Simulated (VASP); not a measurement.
Here is a VASP 6.6.1 calculation.

Contents of INCAR:

```
PREC     = Accurate       # precision mode
ENCUT    = 520            # plane-wave cutoff, eV
EDIFF    = 1E-6           # SCF threshold, eV
ISMEAR   = 0              # smearing method
SIGMA    = 0.1            # smearing width, eV
LREAL    = F              # projectors in reciprocal space
LASPH    = T              # aspherical terms in the spheres
NELM     = 60             # most SCF steps
ALGO     = Normal         # electronic algorithm
ISIF     = 2              # what is computed and relaxed
LWAVE    = F              # write WAVECAR
LCHARG   = F              # write CHGCAR
LDIPOL   = T            
IDIPOL   = 3            
DIPOL    = 0.5 0.5 0.284
GGA      = PE             # functional
NBANDS   = 26             # bands
```

Contents of KPOINTS:

```
Automatic mesh
0
Gamma
  6 6 1
```

The input POSCAR:

```
GaAs
1.0
    4.0128234031     -0.0000003209      0.0000000000
   -2.0064114236      3.4752071684      0.0000000000
    0.0000000000      0.0000000000     33.4981707600
Ga As
2 2
Direct
    0.0000000000      0.0000000000      0.2414747086
    0.0000000000      0.0000000000      0.3257204417
    0.3333333333      0.6666666667      0.2195733887
    0.6666666667      0.3333333333      0.3476217616
```

Potentials or basis: VASP PAW PBE potentials, release 64 (Ga_d, As).

Run with:

```sh
$ cat potpaw_PBE.64/Ga_d/POTCAR potpaw_PBE.64/As/POTCAR > POTCAR
$ mpirun -np 1 vasp_std > vasp.out
```

Task: What does it give for the largest force?

Result: 0.035 eV/Å.

Task: Estimate the band gap on the k mesh.

Result: Zero (band 18 reaches -3.65 eV, above the bottom of band 19 at -3.93 eV).

Forces on the atoms (eV/Å):
```
Ga   0.000  0.000  0.035
Ga   0.000  0.000 -0.035
As   0.000  0.000 -0.001
As   0.000  0.000  0.001
```
